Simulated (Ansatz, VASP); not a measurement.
## Sc in VASP and in Ansatz

INCAR

```
SYSTEM = Sc
  PREC = Accurate
  ENCUT = 520
  EDIFF = 1E-7
  ISMEAR = -1
  SIGMA = 0.1
  LREAL = .FALSE.
  LASPH = .TRUE.
  NELM = 150
  ALGO = Fast
  ISIF = 2
  LWAVE = .FALSE.
  LCHARG = .TRUE.
  LNONCOLLINEAR = .TRUE.
  MAGMOM = 0 0 0
  LORBIT = 11
  LMAXMIX = 4
  GGA = PS
  IVDW = 13
  LVHAR = .TRUE.
  NBANDS = 22
```

KPOINTS

```
Automatic mesh
0
G
  10 10 10
  0 0 0
```

POSCAR

```
Sc
1.0
   -1.9172054859      1.9172054859      1.7176030000
    1.9172054859     -1.9172054859      1.7176030000
    1.9172054859      1.9172054859     -1.7176030000
Sc
1
Direct
    0.0000000000      0.0000000000      0.0000000000
```

File input.yaml:

```yaml
crystal:
  lattice:
    - [-1.9172054859, 1.9172054859, 1.717603]
    - [1.9172054859, -1.9172054859, 1.717603]
    - [1.9172054859, 1.9172054859, -1.717603]
  atoms:
    - { symbol: Sc, position: [0.0, 0.0, 0.0] }
hamiltonian:
  xc: pbesol
  pseudopotentials: { kind: paw, accuracy: standard, xc_functional: pbe }
  dispersion: d4
magnetization:
  noncollinear: true
  spin_orbit: false
kpoints:
  mp_grid: { grid: [10, 10, 10] }
  band_path:
    path:
      - [[0.0, 0.0, 0.0], [0.0, 0.0, 0.5], [-0.5, 0.5, 0.5], [0.0, 0.0, 0.0], [0.4506542037, 0.4506542037, -0.4506542037], [0.25, 0.25, 0.25], [0.0, 0.5, 0.0], [-0.4506542037, 0.5493457963, 0.4506542037], [-0.5, 0.5, 0.5]]
      - [[0.0, 0.0, 0.5], [0.25, 0.25, 0.25]]
    npoints: 14
scf:
  occupations: { method: fermi_dirac, width: 0.1 }
  n_extra_bands: 6
output:
  forces: true
  stress: true
  eigenvalues: true
  fatbands: false
```

Alike in both runs: functional PBEsol; dispersion D4; k mesh 10 × 10 × 10; occupations fermi-dirac, width 0.1 eV; non-collinear spin.

|  | VASP | Ansatz |
| --- | --- | --- |
| version | VASP 6.6.1 | Ansatz 0.2.0 |
| potentials or method | VASP PAW PBE potentials, release 64 (Sc_sv) | SSSP efficiency PAW |
| plane-wave cutoff (eV) | 520 | 1225 |
| valence electrons in the cell | 11 | 11 |
| task | single point | band structure |

|  | VASP | Ansatz | Ansatz less VASP |
| --- | --- | --- | --- |
| gap on the k mesh at the Fermi level (eV) | none | none | - |
| pressure (GPa) | -3.7 | -3.6 | +0.02 |
| traceless stress, the component that is largest in VASP (GPa) | 0.80 | 0.80 | +0.006 |
| net moment per atom (μB) | 0.00 | 0.00 | 0.000 |

VASP's potentials were made for PBE, not for PBEsol. A gap of «none» marks a metal or a gap that the smearing closes.
